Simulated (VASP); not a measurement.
Input of a VASP 6.6.1 run:

The input INCAR:

```
SYSTEM = WCF2
ALGO = Normal ; EDIFF = 1E-7
ENCUT = 520 ; GGA = PE
ISIF = 2 ; ISMEAR = 0
ISPIN = 2 ; LASPH = .TRUE.
LCHARG = .TRUE. ; LELF = .TRUE.
LMAXMIX = 4 ; LORBIT = 11
LREAL = .FALSE. ; LVHAR = .TRUE.
LWAVE = .FALSE. ; MAGMOM = 0.25 -0.12 0.01 0.01
NBANDS = 28 ; NELM = 150
PREC = Accurate ; SIGMA = 0.1
```

File KPOINTS:

```
k-points
0
G
  4 4 4
  0 0 0
```

POSCAR

```
WCF2
1.0
    4.0120000000      0.0000000000      0.0000000000
    0.0000000000      4.0120000000      0.0000000000
    0.0000000000      0.0000000000      4.0120000000
W C F
1 1 2
Direct
    0.0000000000      0.0000000000      0.0000000000
    0.0000000000      0.0000000000      0.5000000000
    0.5000000000      0.0000000000      0.0000000000
    0.0000000000      0.5000000000      0.0000000000
```

Potentials or basis: VASP PAW PBE potentials, release 64 (W_sv, C, F).

Run with:

```sh
$ cat potpaw_PBE.64/W_sv/POTCAR potpaw_PBE.64/C/POTCAR potpaw_PBE.64/F/POTCAR > POTCAR
$ mpirun -np 1 vasp_std > vasp.out
```

(1) Estimate the net moment.

(2) Estimate the band gap on the k mesh.

(3) Predict the pressure.

Results:

(1) 0.00 μB per cell.

(2) zero (filled and empty bands overlap).

(3) 0.2 GPa.

Caveat: the k points lie up to 0.39 Å⁻¹ apart; spin-orbit coupling is left out, which moves the levels of the heavy elements.
